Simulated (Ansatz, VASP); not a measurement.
# H3C2N: VASP beside Ansatz

```
C N H
1.0
     8.05175    0.00000    0.00000
     0.00000    8.05175    0.00000
     0.00000    0.00000    8.05175
C N H
12 6 18
Direct
  0.30995 0.26482 0.45879
  0.41356 0.38013 0.54939
  0.55037 0.86115 0.47304
  0.66659 0.76967 0.37200
  0.87495 0.30541 0.57939
  0.82817 0.16662 0.68309
  0.47478 0.80109 0.91499
  0.46174 0.94184 0.02569
  0.79101 0.43820 0.97922
  0.89664 0.34571 0.09096
  0.16067 0.70747 0.29885
  0.12178 0.69037 0.47359
  0.49573 0.47442 0.62014
  0.75787 0.69593 0.28986
  0.78652 0.05569 0.76419
  0.45234 0.05317 0.11550
  0.98203 0.27562 0.18262
  0.09378 0.67268 0.61318
  0.20161 0.32930 0.40669
  0.37898 0.20776 0.35506
  0.26571 0.16642 0.54306
  0.61762 0.93184 0.56695
  0.48018 0.94553 0.39375
  0.46733 0.77426 0.53546
  0.98505 0.36718 0.62861
  0.90064 0.26393 0.45270
  0.77359 0.39554 0.57589
  0.59106 0.81024 0.84573
  0.47610 0.68578 0.98681
  0.36935 0.79678 0.82922
  0.86144 0.47872 0.87062
  0.68634 0.36220 0.93941
  0.74716 0.54834 0.04472
  0.29058 0.67476 0.27809
  0.08102 0.62490 0.22705
  0.13897 0.83455 0.25770
```

Alike in both runs: functional r2SCAN; dispersion D3(BJ); k mesh 1 × 1 × 1; occupations fermi-dirac, width 0.05 eV; no spin polarisation.

Ansatz relaxed the structure, and its values are those at the end. VASP's run is a single point on that final structure, the one shown.

|  | VASP | Ansatz |
| --- | --- | --- |
| version | VASP 6.6.1 | Ansatz 0.2.0 |
| potentials or method | VASP PAW PBE potentials, release 64 (C, N, H), cutoff 520 eV | scalar-relativistic, plane waves, PAW |
| valence electrons in the cell | 96 | 96 |

Ansatz gave:

- rms of the force components (eV/Å): 0.092

What did VASP give for the same quantities?

rms of the force components (eV/Å): 0.176.

VASP's potentials were made for PBE, not for r2SCAN. One of these differences is far larger than is usual between the two programs; its cause wasn't traced. Ansatz's warnings: dispersion damping borrowed.

Noted on VASP's run: the standard files for N, O and F lose accuracy on very short bonds.
